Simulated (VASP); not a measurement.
Runs of VASP 6.6.1 on Ir. The structure is that of space group P6_3/mmc (No. 194), or close to it. The cells are those of the table. This isn't the form of Ir at room conditions, which is fcc.

```csv
potentials or basis,fixed moment (μB),cell,cutoff (eV),pressure (GPa),moment (μB)
"VASP PAW LDA potentials, release 64 (Ir)",1.0,"a = 2.650, b = 2.650, c = 4.297 Å, angles 90.0, 90.0, 120.0°, 2 atoms",520,35.1,1.00
"VASP PAW LDA potentials, release 64 (Ir)",1.2,"a = 2.809, b = 2.809, c = 4.555 Å, angles 90.0, 90.0, 120.0°, 2 atoms",520,-30.0,1.20
"VASP PAW LDA potentials, release 64 (Ir)",1.6,"a = 2.532, b = 2.532, c = 4.106 Å, angles 90.0, 90.0, 120.0°, 2 atoms",520,(a),1.60
"VASP PAW LDA potentials, release 64 (Ir)",0.6,"a = 2.650, b = 2.650, c = 4.297 Å, angles 90.0, 90.0, 120.0°, 2 atoms",520,33.5,0.60
"VASP PAW LDA potentials, release 64 (Ir)",0.6,"a = 2.758, b = 2.758, c = 4.472 Å, angles 90.0, 90.0, 120.0°, 2 atoms",520,-17.4,0.60
"VASP PAW LDA potentials, release 64 (Ir)",1.4,"a = 2.809, b = 2.809, c = 4.555 Å, angles 90.0, 90.0, 120.0°, 2 atoms",520,-29.2,1.40
"VASP PAW LDA potentials, release 64 (Ir)",0.4,"a = 2.809, b = 2.809, c = 4.555 Å, angles 90.0, 90.0, 120.0°, 2 atoms",520,-32.2,0.40
"VASP PAW LDA potentials, release 64 (Ir)",1.0,"a = 2.758, b = 2.758, c = 4.472 Å, angles 90.0, 90.0, 120.0°, 2 atoms",520,(b),1.00
"VASP PAW LDA potentials, release 64 (Ir)",0.2,"a = 2.705, b = 2.705, c = 4.386 Å, angles 90.0, 90.0, 120.0°, 2 atoms",520,2.7,0.20
"VASP PAW LDA potentials, release 64 (Ir)",1.2,"a = 2.758, b = 2.758, c = 4.472 Å, angles 90.0, 90.0, 120.0°, 2 atoms",520,-15.4,1.20
"VASP PAW LDA potentials, release 64 (Ir)",1.6,"a = 2.758, b = 2.758, c = 4.472 Å, angles 90.0, 90.0, 120.0°, 2 atoms",520,-13.2,1.60
"VASP PAW LDA potentials, release 64 (Ir_sv_GW)",0.6,"a = 2.705, b = 2.705, c = 4.386 Å, angles 90.0, 90.0, 120.0°, 2 atoms",500,-0.9,0.60
```

Alike in all rows: task single point; level LDA; spin collinear; k mesh 21 × 21 × 12; smearing gaussian 0.15 eV.

**Question.** Estimate the missing entries.

**Answer.** (a) 145.8; (b) -16.2.

Caveats: the total moment is fixed, so each spin has its own Fermi level; the cell stands under tension (at least some runs); the cell stands under pressure (at least some runs).

The runs don't all hold the same shells in valence.
